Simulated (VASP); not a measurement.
# InSe in VASP: further runs, part 2 of 2

VASP 6.6.1.

### 3 Single point, PBE+D3(BJ) (layers slid over each other)

INCAR

```
SYSTEM = InSe
PREC = Accurate
ENCUT = 520
EDIFF = 1E-6
ISMEAR = 0
SIGMA = 0.05
LREAL = .False.
LASPH = .True.
NELM = 80
ALGO = Normal
ISIF = 2
LWAVE = .False.
LCHARG = .False.
LDIPOL = .True.
IDIPOL = 3
DIPOL = 0.5 0.5 0.405
GGA = PE
IVDW = 12
NBANDS = 48
```

KPOINTS

```
regular mesh
0
Gamma
  9 9 1
  0 0 0
```

POSCAR

```
InSe
1.0
    4.0266104195      0.0000000000      0.0000000000
   -2.0133052098      3.4871469144      0.0000000000
    0.0000000000      0.0000000000     28.2707101099
Se In
4 4
Direct
    0.0000000000      0.0000000000      0.1591753438
    0.0000000000      0.0000000000      0.3496677309
    0.4444444444      0.1111111111      0.4596755796
    0.4444444444      0.1111111111      0.6501679667
    0.6666666667      0.3333333333      0.2049979929
    0.6666666667      0.3333333333      0.3038451626
   -0.2222222222     -0.2222222222      0.5054982288
   -0.2222222222     -0.2222222222      0.6043453984
```

Potentials or basis: VASP PAW PBE potentials, release 64 (Se, In_d).

Started as:

```console
> cat potpaw_PBE.64/Se/POTCAR potpaw_PBE.64/In_d/POTCAR > POTCAR
> mpirun -np 1 vasp_std > vasp.out
```

Wall time 20 min (1 thread of Oxide Virtual Turin-like, shared host); peak memory 0.79 GiB.

It converged, with:

| Quantity | Value |
| --- | --- |
| Free energy | -30.4024 eV |
| Largest force | 0.088 eV/Å |
| Band gap on the k mesh | 1.05 eV (least direct gap 1.11 eV) |
| Dispersion energy per atom | -0.257 eV |

Forces on the atoms (eV/Å):
```
Se  -0.002  0.000 -0.011
Se  -0.077 -0.014 -0.039
Se   0.077  0.014  0.039
Se   0.002  0.000  0.011
In  -0.005  0.000  0.010
In   0.004 -0.009 -0.005
In  -0.004  0.009  0.005
In   0.005  0.000 -0.010
```

Levels at points of the mesh, in eV from the valence-band top:
| k point | band 34 | band 35 | band 36 | band 37 | band 38 | band 39 | band 40 | band 41 | band 42 | band 43 |
| --- | --- | --- | --- | --- | --- | --- | --- | --- | --- | --- |
| (0.00, 0.00, 0.00) | -0.76 | -0.76 | -0.75 | -0.70 | -0.06 | 1.05 | 1.71 | 2.45 | 2.53 | 4.66 |

Caveat: the cell differs from its parent crystal (layers slid over each other); spin-orbit coupling is left out, which moves the levels of the heavy elements.

### 4 Single point, PBE+D3(BJ) (layers slid over each other)

INCAR

```
SYSTEM = InSe
  PREC = Accurate
  ENCUT = 520
  EDIFF = 1E-6
  ISMEAR = 0
  SIGMA = 0.05
  LREAL = .False.
  LASPH = .True.
  NELM = 60
  ALGO = Normal
  ISIF = 2
  LWAVE = .False.
  LCHARG = .True.
  LDIPOL = .True.
  IDIPOL = 3
  DIPOL = 0.5 0.5 0.405
  GGA = PE
  IVDW = 12
  LELF = .True.
  LVHAR = .True.
  LVACPOTAV = .True.
  NBANDS = 48
```

KPOINTS

```
Automatic mesh
0
Gamma
  9 9 1
  0 0 0
```

POSCAR

```
InSe
1.0
    4.0266104195      0.0000000000      0.0000000000
   -2.0133052098      3.4871469144      0.0000000000
    0.0000000000      0.0000000000     28.2707101099
Se In
4 4
Direct
    0.0000000000      0.0000000000      0.1591753438
    0.0000000000      0.0000000000      0.3496677309
    0.8888888889      0.2222222222      0.4596755796
    0.8888888889      0.2222222222      0.6501679667
    0.6666666667      0.3333333333      0.2049979929
    0.6666666667      0.3333333333      0.3038451626
    0.2222222222     -0.1111111111      0.5054982288
    0.2222222222     -0.1111111111      0.6043453984
```

Potentials or basis: VASP PAW PBE potentials, release 64 (Se, In_d).

Started as:

```console
> cat potpaw_PBE.64/Se/POTCAR potpaw_PBE.64/In_d/POTCAR > POTCAR
> mpirun -np 1 vasp_std > vasp.out
```

OUTCAR:

```text
SYSTEM = InSe
   PREC = Accurate
   ENCUT = 520
   EDIFF = 1E-6
   ISMEAR = 0
   LREAL = .False.
   LASPH = .True.
   NELM = 60
   ISIF = 2
   GGA = PE
   IVDW = 12
 IVDW          = 12

 ion  position               nearest neighbor table
   1  0.000  0.000  0.159-   5 2.66   5 2.66   5 2.66
   2  0.000  0.000  0.350-   6 2.66   6 2.66   6 2.66
   3  0.889  0.222  0.460-   7 2.66   7 2.66   7 2.66
[... 1451 lines left out ...]
  -------------------------------------------------------------------------------------
  Total       0.08917     0.03023     0.68890    -0.14514     0.34828    -0.40789
  in kB       0.35989     0.12201     2.78050    -0.58581     1.40568    -1.64630
  external pressure =        1.09 kB  Pullay stress =        0.00 kB

 VOLUME and BASIS-vectors are now :
 -----------------------------------------------------------------------------
  energy-cutoff  :      520.00
  volume of cell :      396.96
      direct lattice vectors                 reciprocal lattice vectors
     4.026610419  0.000000000  0.000000000     0.248347840  0.143383692  0.000000000
    -2.013305210  3.487146914  0.000000000     0.000000000  0.286767384  0.000000000
     0.000000000  0.000000000 28.270710110     0.000000000  0.000000000  0.035372299

 POSITION                                       TOTAL-FORCE (eV/Angst)
 -----------------------------------------------------------------------------------
      0.00000      0.00000      4.50000         0.002076     -0.002199     -0.009829
      0.00000      0.00000      9.88536         0.100135     -0.093611     -0.137161
      3.13181      0.77492     12.99536        -0.100135      0.093611      0.137161
      3.13181      0.77492     18.38071        -0.002076      0.002199      0.009829
      2.01331      1.16238      5.79544         0.005579     -0.005950      0.005077
      2.01331      1.16238      8.58992         0.001074      0.006851     -0.043061
     -0.89480      3.09969     14.29079        -0.001074     -0.006851      0.043061
     -0.89480      3.09969     17.08527        -0.005579      0.005950     -0.005077
 -----------------------------------------------------------------------------------
    total drift:                               -0.000081     -0.000141     -0.003365

  FREE ENERGIE OF THE ION-ELECTRON SYSTEM (eV)
  ---------------------------------------------------
  free  energy   TOTEN  =       -30.3524588889 eV

  energy  without entropy=      -30.3524588889  energy(sigma->0) =      -30.35245889

 vacuum level on the upper side and lower side of the slab         5.506         5.506
```

OSZICAR:

```text
N       E                     dE             d eps       ncg     rms          rms(c)
DAV:   1     0.719091822789E+03    0.71909E+03   -0.32795E+04  4120   0.150E+03
DAV:   2     0.745208651771E+02   -0.64457E+03   -0.62646E+03  4072   0.382E+02
DAV:   3    -0.229452745936E+02   -0.97466E+02   -0.94902E+02  4880   0.177E+02
[... 15 lines left out ...]
DAV:  19    -0.282997082183E+02   -0.99801E-05   -0.15376E-07  2928   0.265E-03    0.908E-04
DAV:  20    -0.282997203413E+02   -0.12123E-04   -0.27014E-07  2848   0.650E-03    0.774E-04
DAV:  21    -0.282997227108E+02   -0.23695E-05   -0.51864E-08  2440   0.215E-03    0.527E-04
DAV:  22    -0.282997257080E+02   -0.29973E-05   -0.10858E-07  2552   0.124E-03    0.240E-04
DAV:  23    -0.282997258417E+02   -0.13371E-06   -0.14878E-08  2360   0.104E-03
   1 F= -.30352459E+02 E0= -.30352459E+02  d E =-.697313E-14
```

It took 25 min on 1 thread of Oxide Virtual Turin-like, shared host; peak memory 0.79 GiB.

Results:

| Quantity | Value |
| --- | --- |
| Free energy | -30.3525 eV |
| Largest force | 0.194 eV/Å |
| Band gap on the k mesh | 0.98 eV (least direct gap 1.05 eV) |
| Dispersion energy per atom | -0.257 eV |

Forces in eV/Å, atoms in the order of the input:
```
Se   0.002 -0.002 -0.010
Se   0.100 -0.094 -0.137
Se  -0.100  0.094  0.137
Se  -0.002  0.002  0.010
In   0.006 -0.006  0.005
In   0.001  0.007 -0.043
In  -0.001 -0.007  0.043
In  -0.006  0.006 -0.005
```

Caveat: the cell differs from its parent crystal (layers slid over each other); spin-orbit coupling is left out, which moves the levels of the heavy elements.

### 5 Single point, PBE+D3(BJ) (layers slid over each other)

INCAR

```
PREC = Accurate
ENCUT = 520
EDIFF = 1E-6
ISMEAR = 0
SIGMA = 0.05
LREAL = False
LASPH = True
NELM = 100
ALGO = Normal
ISIF = 2
LWAVE = False
LCHARG = True
LDIPOL = True
IDIPOL = 3
DIPOL = 0.5 0.5 0.405
GGA = PE
IVDW = 12
LELF = True
LVHAR = True
LVACPOTAV = True
NBANDS = 48
```

KPOINTS

```
Automatic mesh
0
Gamma
  9 9 1
```

POSCAR

```
InSe
1.0
    4.0266104195      0.0000000000      0.0000000000
   -2.0133052098      3.4871469144      0.0000000000
    0.0000000000      0.0000000000     28.2707101099
Se In
4 4
Direct
    0.0000000000      0.0000000000      0.1591753438
    0.0000000000      0.0000000000      0.3496677309
    0.6666666667      0.2222222222      0.4596755796
    0.6666666667      0.2222222222      0.6501679667
    0.6666666667      0.3333333333      0.2049979929
    0.6666666667      0.3333333333      0.3038451626
    0.0000000000     -0.1111111111      0.5054982288
    0.0000000000     -0.1111111111      0.6043453984
```

Started as:

```console
> cat potpaw_PBE.64/Se/POTCAR potpaw_PBE.64/In_d/POTCAR > POTCAR
> mpirun -np 1 vasp_std > vasp.out
```

Wall time 25 min (1 thread of Oxide Virtual Turin-like, shared host); peak memory 0.78 GiB.

Results (log left out):

| Item | Value |
| --- | --- |
| Free energy | -30.4246 eV |
| Largest force | 0.034 eV/Å |
| Band gap on the k mesh | 1.09 eV (least direct gap 1.15 eV) |
| Dispersion energy per atom | -0.257 eV |

Forces on the atoms (eV/Å):
```
Se   0.001  0.000 -0.011
Se   0.029 -0.018 -0.001
Se  -0.029  0.018  0.001
Se  -0.001  0.000  0.011
In   0.002 -0.001  0.012
In   0.000 -0.004  0.013
In   0.000  0.004 -0.013
In  -0.002  0.001 -0.012
```

Levels at points of the mesh, in eV from the valence-band top:
```
           k point  band 36  band 37  band 38  band 39  band 40  band 41
(0.00, 0.00, 0.00)    -0.71    -0.65    -0.06     1.09     1.75     2.52
```

Caveat: the cell differs from its parent crystal (layers slid over each other); spin-orbit coupling is left out, which moves the levels of the heavy elements.

### 6 Overview

```csv
cell,gap on the mesh (eV),largest force (eV/Å)
"as given, atomic positions A",1.01,0.15
"as given, atomic positions B",1.05,0.09
"as given, atomic positions C",0.98,0.19
"as given, atomic positions D",1.09,0.03
```

Alike in all rows: task single point; level PBE+D3(BJ); potentials or basis VASP PAW PBE potentials, release 64 (Se, In_d); no spin polarisation; k mesh 9 × 9 × 1; cutoff (eV) 520; smearing gaussian 0.05 eV.

Caveats: spin-orbit coupling is left out, which moves the levels of the heavy elements.

Total energies depend on the potentials used, so only differences within one code and one set of settings carry meaning.
